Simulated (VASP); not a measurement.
# BeTe (Fm-3m) in VASP: further runs

BeTe is run at these levels: PBE-based screened hybrid with 25 % exact exchange; tasks: single point.

All numbers are computed with VASP 6.6.1; they aren't measurements. Logs are shortened: lines on timing, memory, paths and dates and some standing lists are left out, and cuts for length are marked.

### Step 1. The cell of the first run

Symmetry: Fm-3m, No. 225, cubic system. The conventional cell has a = 5.361 Å, b = 5.361 Å, c = 5.361 Å, α = 90.00°, β = 90.00°, γ = 90.00°. Be (site symmetry m-3m) has 6 Te at 2.68 Å within 3.5 Å. Within 3.5 Å of Te (site symmetry m-3m) lie 6 Be at 2.68 Å.

### Step 2. Single point, PBE-based screened hybrid with 25 % exact exchange

POSCAR

```
BeTe
1.0
    0.0000000000      2.6803100000      2.6803100000
    2.6803100000      0.0000000000      2.6803100000
    2.6803100000      2.6803100000      0.0000000000
Be Te
1 1
Direct
    0.5000000000      0.5000000000      0.5000000000
    0.0000000000      0.0000000000      0.0000000000
```

INCAR.step1

```
SYSTEM = BeTe
PREC     = Accurate       ! precision mode
ENCUT    = 520            ! plane-wave cutoff, eV
EDIFF    = 1E-5           ! SCF threshold, eV
ISMEAR   = -1             ! smearing method
SIGMA    = 0.05           ! smearing width, eV
LREAL    = .False.        ! projectors in reciprocal space
LASPH    = .True.         ! aspherical terms in the spheres
NELM     = 80             ! most SCF steps
ALGO     = Normal         ! electronic algorithm
ISIF     = 2              ! what is computed and relaxed
LWAVE    = .True.         ! write WAVECAR
LCHARG   = .False.        ! write CHGCAR
NBANDS   = 11             ! bands
GGA      = PE             ! functional
```

INCAR.step2

```
SYSTEM = BeTe
PREC     = Accurate       ! precision mode
ENCUT    = 520            ! plane-wave cutoff, eV
EDIFF    = 1E-7           ! SCF threshold, eV
ISMEAR   = -1             ! smearing method
SIGMA    = 0.05           ! smearing width, eV
LREAL    = .False.        ! projectors in reciprocal space
LASPH    = .True.         ! aspherical terms in the spheres
NELM     = 80             ! most SCF steps
ALGO     = Normal         ! electronic algorithm
ISIF     = 2              ! what is computed and relaxed
LWAVE    = .False.        ! write WAVECAR
LCHARG   = .False.        ! write CHGCAR
GGA      = PE             ! functional
LHFCALC  = .True.         ! exact exchange
AEXX     = 0.25           ! exact-exchange fraction
HFSCREEN = 0.15           ! screening, 1/A
PRECFOCK = Normal       
NBANDS   = 11             ! bands
ISTART   = 1
```

KPOINTS

```
Automatic mesh
0
Gamma
  5 5 5
  0 0 0
```

Potentials or basis: VASP PAW PBE potentials, release 64 (Be, Te).

The run is started by

```console
> cat potpaw_PBE.64/Be/POTCAR potpaw_PBE.64/Te/POTCAR > POTCAR
> cp INCAR.step1 INCAR
> mpirun -np 1 vasp_std > vasp.out
> cp INCAR.step2 INCAR
> mpirun -np 1 vasp_std > vasp.out
```

OUTCAR:

```text
SYSTEM = BeTe
   PREC = Accurate
   ENCUT = 520
   EDIFF = 1E-7
   ISMEAR = -1
   LREAL = .False.
   LASPH = .True.
   NELM = 80
   ISIF = 2
   GGA = PE
   LHFCALC = .True.
   AEXX = 0.25
   HFSCREEN = 0.15
   PRECFOCK = Normal
   ISTART = 1

 ion  position               nearest neighbor table
   1  0.500  0.500  0.500-   2 2.68   2 2.68   2 2.68   2 2.68   2 2.68   2 2.68
   2  0.000  0.000  0.000-   1 2.68   1 2.68   1 2.68   1 2.68   1 2.68   1 2.68

  LATTYP: Found a face centered cubic cell.
 ALAT       =     5.3606200000

  Lattice vectors:

 A1 = (   0.0000000000,   2.6803100000,   2.6803100000)
 A2 = (   2.6803100000,   0.0000000000,   2.6803100000)
 A3 = (   2.6803100000,   2.6803100000,   0.0000000000)

Analysis of symmetry for initial positions (statically):
=====================================================================
 Subroutine PRICEL returns:
 Original cell was already a primitive cell.

 Routine SETGRP: Setting up the symmetry group for a
 face centered cubic supercell.

 Subroutine GETGRP returns: Found 48 space group operations
 (whereof 48 operations were pure point group operations)
 out of a pool of 48 trial point group operations.

The static configuration has the point symmetry O_h .

Analysis of symmetry for dynamics (positions and initial velocities):
=====================================================================
 Subroutine PRICEL returns:
 Original cell was already a primitive cell.

 Routine SETGRP: Setting up the symmetry group for a
 face centered cubic supercell.

 Subroutine GETGRP returns: Found 48 space group operations
 (whereof 48 operations were pure point group operations)
 out of a pool of 48 trial point group operations.

The dynamic configuration has the point symmetry O_h .

 Subroutine INISYM returns: Found 48 space group operations
 (whereof 48 operations are pure point group operations),
 and found     1 'primitive' translations

----------------------------------------------------------------------------------------

                                     Primitive cell

  volume of cell :      38.5110

  direct lattice vectors                    reciprocal lattice vectors
     0.000000000  2.680310000  2.680310000    -0.186545586  0.186545586  0.186545586
     2.680310000  0.000000000  2.680310000     0.186545586 -0.186545586  0.186545586
     2.680310000  2.680310000  0.000000000     0.186545586  0.186545586 -0.186545586

  length of vectors
     3.790530753  3.790530753  3.790530753     0.323106433  0.323106433  0.323106433

  position of ions in fractional coordinates (direct lattice)
     0.500000000  0.500000000  0.500000000
     0.000000000  0.000000000  0.000000000

  ion indices of the primitive-cell ions
   primitive index   ion index
                 1           1
                 2           2

----------------------------------------------------------------------------------------

 KPOINTS: Automatic mesh

Automatic generation of k-mesh.
 Grid dimensions read from file:
 generate k-points for:    5    5    5

 Generating k-lattice:

  Cartesian coordinates                     Fractional coordinates (reciprocal lattice)
    -0.037309117  0.037309117  0.037309117     0.200000000  0.000000000  0.000000000
     0.037309117 -0.037309117  0.037309117     0.000000000  0.200000000  0.000000000
     0.037309117  0.037309117 -0.037309117     0.000000000  0.000000000  0.200000000

  Length of vectors
     0.064621287  0.064621287  0.064621287

  Shift w.r.t. Gamma in fractional coordinates (k-lattice)
     0.000000000  0.000000000  0.000000000

 Subroutine IBZKPT returns following result:
 ===========================================

 Found     10 irreducible k-points:

 Following reciprocal coordinates:
            Coordinates               Weight
  0.000000  0.000000  0.000000      1.000000
  0.200000  0.000000  0.000000      8.000000
  0.400000  0.000000  0.000000      8.000000
  0.200000  0.200000  0.000000      6.000000
  0.400000  0.200000  0.000000     24.000000
 -0.400000  0.200000  0.000000     24.000000
 -0.200000  0.200000  0.000000     12.000000
  0.400000  0.400000  0.000000      6.000000
 -0.400000  0.400000  0.000000     12.000000
 -0.400000  0.400000  0.200000     24.000000
   k-points           NKPTS =     10   k-points in BZ     NKDIM =    125   number of bands    NBANDS=     11
   number of dos      NEDOS =    301   number of ions     NIONS =      2
   total plane-waves  NPLWV =  21952
   dimension x,y,z NGX =    28 NGY =   28 NGZ =   28
   dimension x,y,z NGXF=    56 NGYF=   56 NGZF=   56
   ions per type =               1   1
   NGX,Y,Z   is equivalent  to a cutoff of  12.28, 12.28, 12.28 a.u.
   NGXF,Y,Z  is equivalent  to a cutoff of  24.56, 24.56, 24.56 a.u.
 SYSTEM =  BeTe
   PREC   = accura    normal or accurate (medium, high low for compatibility)
   ISTART =      1    job   : 0-new  1-cont  2-samecut
   ICHARG =      0    charge: 1-file 2-atom 10-const
   ISPIN  =      1    spin polarized calculation?
   LNONCOLLINEAR =      F non collinear calculations
   LSORBIT =      F    spin-orbit coupling
   LASPH  =      T    aspherical Exc in radial PAW
   ENCUT  =  520.0 eV  38.22 Ry    6.18 a.u.   7.05  7.05  7.05*2*pi/ulx,y,z
   NELM   =     80;   NELMIN=  2; NELMDL=  0     # of ELM steps
   EDIFF  = 0.1E-06   stopping-criterion for ELM
   LREAL  =      F    real-space projection
   EDIFFG = 0.1E-05   stopping-criterion for IOM
   NSW    =      0    number of steps for IOM
   IBRION =     -1    ionic relax: 0-MD 1-quasi-New 2-CG
   NFREE  =      0    steps in history (QN), initial steepest desc. (CG)
   ISIF   =      2    stress and relaxation
   ISYM   =      3    0-nonsym 1-usesym 2-fastsym
   POTIM  = 0.5000    time-step for ionic-motion
   TEBEG  =    0.0;   TEEND  =   0.0 temperature during run
   PSTRESS=    0.0 pullay stress
   NELECT =       8.0000    total number of electrons
   NUPDOWN=      -1.0000    fix difference up-down
   EMIN   =  10.00;   EMAX   =-10.00  energy-range for DOS
   EFERMI =   0.00;   METHOD = LEGACY
   ISMEAR =    -1;   SIGMA  =   0.05  broadening in eV -4-tet -1-fermi 0-gaus
   EFERMI_NEDOS =   21; number of points for ismear=-14 and -15
   IALGO  =     38    algorithm
   IMIX   =      1    mixing-type and parameters
     AMIX     =   0.40;   BMIX     =  1.00
     AMIX_MAG =   1.60;   BMIX_MAG =  1.00
  volume/ion in A,a.u.               =      19.26       129.94
  Fermi-wavevector in a.u.,A,eV,Ry     =   0.969564  1.832210 12.790215  0.940054
  Thomas-Fermi vector in A             =   2.099627
   LORBIT       =      0    0 simple, 1 ext, 2 COOP (PROOUT), +10 PAW based schemes
   GGA     = PE    functional components
   LHFCALC =     T    Hartree Fock is set to
   PRECFOCK=normal    Normal, Fast or Accurate (Low or Medium for compatibility)
   ENCUT4O =  -1.0   cutoff for four orbital integrals eV
   NKREDX  =     1    reduce k-point grid by
   NKREDY  =     1    reduce k-point grid by
   NKREDZ  =     1    reduce k-point grid by
   AEXX    =    0.2500 exact exchange contribution
   HFSCREEN=    0.1500 screening length (either q_TF or 0.3 A-1)
   HFSCREENC=   0.1500 screening length for correlation (either q_TF or 0.3 A-1)
   ENCUTFOCK=  -1.0 apply spherical cutoff to Coloumb kernel
   IVDW    =     0    specifies the selected vdW correction
   LEPSILON=     F    determine dielectric tensor
   LRPA    =     F    only Hartree local field effects (RPA)
 non-spin polarized calculation
  energy-cutoff  :      520.00
  volume of cell :       38.51
 maximum number of plane-waves:      1047
  NGX = 24; NGY = 24; NGZ = 24

 number of electron       8.0000000 magnetization

 Free energy of the ion-electron system (eV)
  ---------------------------------------------------
  ext. energy  EPLUGINS =         0.00000000
  ---------------------------------------------------
  free energy    TOTEN  =        -7.67371441 eV

  energy without entropy =       -7.66703704  energy(sigma->0) =       -7.67037572

 E-fermi :   7.0155     XC(G=0):  -8.1658

 val. band max:        7.0154393914   @ k =  -0.2000   0.2000   0.0000
 cond. band min:       7.5890123722   @ k =  -0.4000   0.4000   0.0000
 fundamental gap:      0.5735729808
 Fermi energy:         7.0154804069

 k-point     1 :       0.0000    0.0000    0.0000
  band No.  band energies     occupation
      1      -7.8766      2.00000
      2       6.5542      1.99980
      3       6.5542      1.99980
      4       6.5542      1.99980
      5      10.6701      0.00000
      6      14.3706      0.00000
      7      14.3706      0.00000
      8      14.3706      0.00000
      9      14.6021      0.00000
     10      14.6021      0.00000
     11      14.6021      0.00000

 k-point     2 :       0.2000    0.0000    0.0000
  band No.  band energies     occupation
      1      -7.3357      2.00000
      2       3.4232      2.00000
      3       6.5006      1.99993
      4       6.5006      1.99993
      5      11.3459      0.00000
      6      12.2119      0.00000
      7      12.2119      0.00000
      8      14.0704      0.00000
      9      15.2104      0.00000
     10      15.8628      0.00000
     11      15.8628      0.00000

 k-point     3 :       0.4000    0.0000    0.0000
  band No.  band energies     occupation
      1      -6.0406      2.00000
      2      -0.1280      2.00000
      3       6.5455      1.99983
      4       6.5455      1.99983
      5      10.2066      0.00000
      6      10.2066      0.00000
      7      10.6803      0.00000
      8      13.5811      0.00000
      9      18.6624      0.00000
     10      19.1157      0.00000
     11      19.1157      0.00000

 k-point     4 :       0.2000    0.2000    0.0000
  band No.  band energies     occupation
      1      -7.1491      2.00000
      2       4.3845      2.00000
      3       5.1768      2.00000
      4       5.1768      2.00000
      5       9.6179      0.00000
      6      12.3953      0.00000
      7      13.7835      0.00000
      8      15.0442      0.00000
      9      15.0442      0.00000
     10      17.5614      0.00000
     11      17.5614      0.00000

 k-point     5 :       0.4000    0.2000    0.0000
  band No.  band energies     occupation
      1      -6.0459      2.00000
      2       1.1862      2.00000
      3       4.4999      2.00000
      4       4.7603      2.00000
      5       8.5276      0.00000
      6      13.1436      0.00000
      7      13.5163      0.00000
      8      14.2411      0.00000
      9      15.8249      0.00000
     10      20.4348      0.00000
     11      20.6495      0.00000

 k-point     6 :      -0.4000    0.2000    0.0000
  band No.  band energies     occupation
      1      -5.3731      2.00000
      2      -0.1447      2.00000
      3       3.3057      2.00000
      4       5.5283      2.00000
      5       9.1304      0.00000
      6      11.6168      0.00000
      7      13.6705      0.00000
      8      15.8267      0.00000
      9      17.5256      0.00000
     10      18.2719      0.00000
     11      18.9760      0.00000

 k-point     7 :      -0.2000    0.2000    0.0000
  band No.  band energies     occupation
      1      -6.5038      2.00000
      2       1.9693      2.00000
      3       3.6593      2.00000
      4       7.0154      1.00041
      5      10.4639      0.00000
      6      10.5724      0.00000
      7      13.5563      0.00000
      8      14.8781      0.00000
      9      15.8583      0.00000
     10      16.1752      0.00000
     11      20.5530      0.00000

 k-point     8 :       0.4000    0.4000    0.0000
  band No.  band energies     occupation
      1      -5.3140      2.00000
      2       0.9396      2.00000
      3       3.7121      2.00000
      4       3.7121      2.00000
      5       6.5381      1.99986
      6      10.8331      0.00000
      7      16.7163      0.00000
      8      16.7163      0.00000
      9      18.6286      0.00000
     10      20.6002      0.00000
     11      22.4465      0.00000

 k-point     9 :      -0.4000    0.4000    0.0000
  band No.  band energies     occupation
      1      -4.7778      2.00000
      2       0.5447      2.00000
      3       1.7212      2.00000
      4       3.9890      2.00000
      5       7.5890      0.00002
      6      12.5832      0.00000
      7      14.9357      0.00000
      8      16.3821      0.00000
      9      18.9763      0.00000
     10      19.8296      0.00000
     11      20.7888      0.00000

 k-point    10 :      -0.4000    0.4000    0.2000
  band No.  band energies     occupation
      1      -5.0587      2.00000
      2       0.8423      2.00000
      3       2.1262      2.00000
      4       3.3455      2.00000
      5       9.8851      0.00000
      6      11.8821      0.00000
      7      13.9929      0.00000
      8      17.2963      0.00000
      9      17.4292      0.00000
     10      17.6955      0.00000
     11      21.7242      0.00000

------------------------ aborting loop because EDIFF is reached ----------------------------------------

  FORCE on cell =-STRESS in cart. coord.  units (eV):
  Direction    XX          YY          ZZ          XY          YZ          ZX
  --------------------------------------------------------------------------------------
  -------------------------------------------------------------------------------------
  Total       -0.2504494     -0.2504494     -0.2504494     -0.0000000      0.0000000      0.0000000
  in kB      -10.4194685    -10.4194685    -10.4194685     -0.0000000      0.0000000      0.0000000
  external PRESSURE =     -10.4194685 kB  Pullay stress =       0.0000000 kB

 VOLUME and BASIS-vectors are now :
 -----------------------------------------------------------------------------
  energy-cutoff  :      520.00
  volume of cell :       38.51
      direct lattice vectors                 reciprocal lattice vectors
     0.000000000  2.680310000  2.680310000    -0.186545586  0.186545586  0.186545586
     2.680310000  0.000000000  2.680310000     0.186545586 -0.186545586  0.186545586
     2.680310000  2.680310000  0.000000000     0.186545586  0.186545586 -0.186545586

 POSITION                                       TOTAL-FORCE (eV/Angst)
 -----------------------------------------------------------------------------------
      2.68031      2.68031      2.68031        -0.000000      0.000000     -0.000000
      0.00000      0.00000      0.00000         0.000000     -0.000000      0.000000
 -----------------------------------------------------------------------------------
    total drift:                                0.000000      0.000000      0.000000

  FREE ENERGIE OF THE ION-ELECTRON SYSTEM (eV)
  ---------------------------------------------------
  free  energy   TOTEN  =        -7.6737144096 eV

  energy  without entropy=       -7.6670370353  energy(sigma->0) =       -7.67037572
```

Wall time 9.7 min (1 thread of AMD EPYC 7R43 (Zen 3), shared host); peak memory 0.24 GiB.

Results:

* Free energy: -7.6737 eV
* Pressure: -1.0 GPa
* Band gap on the k mesh: zero (bands 4 and 5 overlap by 0.48 eV)

Caveat: the k points lie up to 0.41 Å⁻¹ apart; the PAW data sets were made with another functional, which shifts forces and pressure a little; spin-orbit coupling is left out, which moves the levels of the heavy elements.

(Part 1 of 2 ends here.)

The gap in the log of VASP goes by the Fermi energy; the results here count the filled bands.